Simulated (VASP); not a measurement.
A run of VASP 6.6.1 is set up as follows.

Contents of POSCAR:

```
Cu
1.0
    0.0000000000      1.8617250000      1.8346125000
    1.8617250000      0.0000000000      1.8346125000
    1.8617250000      1.8617250000      0.0000000000
Cu
1
Direct
    0.0000000000      0.0000000000      0.0000000000
```

File INCAR.step1:

```
ALGO     = Normal         # electronic algorithm
EDIFF    = 1E-4           # SCF threshold, eV
ENCUT    = 520            # plane-wave cutoff, eV
GGA      = PE             # functional
ISMEAR   = 0              # smearing method
LASPH    = T              # aspherical terms in the spheres
LCHARG   = F              # write CHGCAR
LREAL    = F              # projectors in reciprocal space
LWAVE    = T              # write WAVECAR
NBANDS   = 12             # bands
NELM     = 80             # most SCF steps
PREC     = Accurate       # precision mode
SIGMA    = 0.15           # smearing width, eV
```

Contents of INCAR.step2:

```
ALGO     = Normal         # electronic algorithm
EDIFF    = 1E-7           # SCF threshold, eV
ENCUT    = 520            # plane-wave cutoff, eV
ISIF     = 2              # what is computed and relaxed
ISMEAR   = 0              # smearing method
ISTART   = 1            
LASPH    = T              # aspherical terms in the spheres
LCHARG   = T              # write CHGCAR
LELF     = T              # ELF
LMIXTAU  = T            
LREAL    = F              # projectors in reciprocal space
LVHAR    = T            
LWAVE    = F              # write WAVECAR
METAGGA  = R2SCAN         # meta-GGA
NBANDS   = 12             # bands
NELM     = 80             # most SCF steps
PREC     = Accurate       # precision mode
SIGMA    = 0.15           # smearing width, eV
```

The input KPOINTS:

```
k-points
0
Gamma
  22 22 22
```

Potentials or basis: VASP PAW PBE potentials, release 64 (Cu).

The run is started by

```console
$ cat potpaw_PBE.64/Cu/POTCAR > POTCAR
$ cp INCAR.step1 INCAR
$ mpirun -np 1 vasp_std > vasp.out
$ cp INCAR.step2 INCAR
$ mpirun -np 1 vasp_std > vasp.out
```

Task: Predict the band gap on the k mesh.

Result: Zero (an odd number of electrons rules out a gap without spin polarisation).

Task: What does it give for the pressure?

Result: -12.7 GPa.

Stress tensor (GPa, compression positive):
```
-12.87   0.00   0.00
  0.00 -12.87   0.00
  0.00   0.00 -12.24
```

Caveat: the cell differs from its parent crystal (strain +0.030 along x and y, +0.015 along z); the cell stands under tension; the PAW data sets were made with another functional, which shifts forces and pressure a little.
